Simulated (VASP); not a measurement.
Set up this calculation in VASP 6.6.1, as the native input.

| Item | Value |
| --- | --- |
| Task | relaxation of cell and atoms |
| Functional | PBE |
| Potentials or basis | VASP PAW PBE potentials, release 64 (Zn, B) |
| Cutoff | 600 eV |
| k mesh | 12 × 12 × 12 |
| Occupations | gaussian, width 0.1 eV |
| Spin | no spin polarisation |
| Dipole correction | no |
| Further INCAR settings | ALGO = Normal; EDIFF = 1e-07; IBRION = 2; EDIFFG = -0.01; NSW = 100; ISIF = 3 |

The structure of Zn3B lies in POSCAR:

```
Zn3B
1.0
    3.7361695200      0.0000000000      0.0000000000
    0.0000000000      3.7361695200      0.0000000000
    0.0000000000      0.0000000000      3.7361695200
Zn B
3 1
Direct
    0.0000000000      0.5000000000      0.5000000000
    0.5000000000      0.0000000000      0.5000000000
    0.5000000000      0.5000000000      0.0000000000
    0.0000000000      0.0000000000      0.0000000000
```

The input as run:

INCAR

```
SYSTEM = Zn3B
  PREC = Accurate
  ENCUT = 600
  EDIFF = 1E-7
  ISMEAR = 0
  SIGMA = 0.1
  LREAL = .FALSE.
  LASPH = .TRUE.
  NELM = 100
  ALGO = Normal
  ISIF = 3
  LWAVE = .FALSE.
  LCHARG = .FALSE.
  GGA = PE
  IBRION = 2
  NSW = 100
  EDIFFG = -0.01
```

KPOINTS

```
regular mesh
0
G
  12 12 12
  0 0 0
```

Potentials or basis: VASP PAW PBE potentials, release 64 (Zn, B).

Run with:

```bash
$ cat potpaw_PBE.64/Zn/POTCAR potpaw_PBE.64/B/POTCAR > POTCAR
$ mpirun -np 1 vasp_std > vasp.out
```

It gave:

```yaml
Relaxed_volume: 12.74 Å³/atom
Relaxed_cell: a = 3.708 Å, b = 3.708 Å, c = 3.708 Å, α = 90.00°, β = 90.00°, γ = 90.00°
Space_group_after_relaxing_to_0.05_Å: Pm-3m (No. 221)
Energy_gained_by_relaxing: 2.0 meV/atom
Ionic_steps: 3
Pressure_after_relaxing: 0.0 GPa
```

It took 2.4 min on 1 thread of Intel(R) Xeon(R) 6975P-C (Granite Rapids), on a shared host, peak memory 0.24 GiB.
